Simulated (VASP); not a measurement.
Set up this calculation in VASP 6.6.1, as the native input.

- Task: single point
- Functional: PBE
- Potentials or basis: VASP PAW PBE potentials, release 64 (Mn_sv, S)
- Cutoff: 600 eV
- k mesh: 8 × 8 × 8
- Occupations: fermi-dirac, width 0.05 eV
- Spin: collinear spin, ferromagnetic start
- Starting moments: [2.0, 0.0] μB
- Fixed moment: 2 μB
- Dipole correction: no
- Further INCAR settings: ALGO = Normal; EDIFF = 1e-06; NBANDS = 22

The structure of MnS lies in POSCAR:

```
MnS
1.0
    1.8299960138      1.0565486912      2.9709202777
   -1.8299960138      1.0565486912      2.9709202777
    0.0000000000     -2.1130973823      2.9709202777
Mn S
1 1
Direct
    0.0000000000      0.0000000000      0.0000000000
    0.5000000000      0.5000000000      0.5000000000
```

The input as run:

INCAR

```
SYSTEM = MnS
PREC = Accurate
ENCUT = 600
EDIFF = 1E-6
ISMEAR = -1
SIGMA = 0.05
LREAL = .False.
LASPH = .True.
NELM = 200
ALGO = Normal
ISIF = 2
LWAVE = .False.
LCHARG = .False.
ISPIN = 2
MAGMOM = 2 0
LORBIT = 11
NUPDOWN = 2.0
LMAXMIX = 4
GGA = PE
NBANDS = 22
GGA_COMPAT = .False.
```

KPOINTS

```
Automatic mesh
0
Gamma
  8 8 8
  0 0 0
```

Potentials or basis: VASP PAW PBE potentials, release 64 (Mn_sv, S).

Command:

```bash
$ cat potpaw_PBE.64/Mn_sv/POTCAR potpaw_PBE.64/S/POTCAR > POTCAR
$ mpirun -np 1 vasp_std > vasp.out
```

It gave:

```json
{
 "Pressure": "-19.8 GPa",
 "Net moment": "2.00 μB per cell",
 "Site moments": "Mn +1.93; S -0.05 μB",
 "Valence electrons inside the program's atomic spheres": "Mn 12.85; S 3.64"
}
```

Caveat: the cell stands under tension; the total moment is fixed, so each spin has its own Fermi level; a cell with one magnetic atom can't hold antiferromagnetic order, which such compounds often take.

Wall time 5.2 min on 1 thread of AMD EPYC 7R43 64-Core Processor (Zen 3) (shared host), peak memory 0.2 GiB.
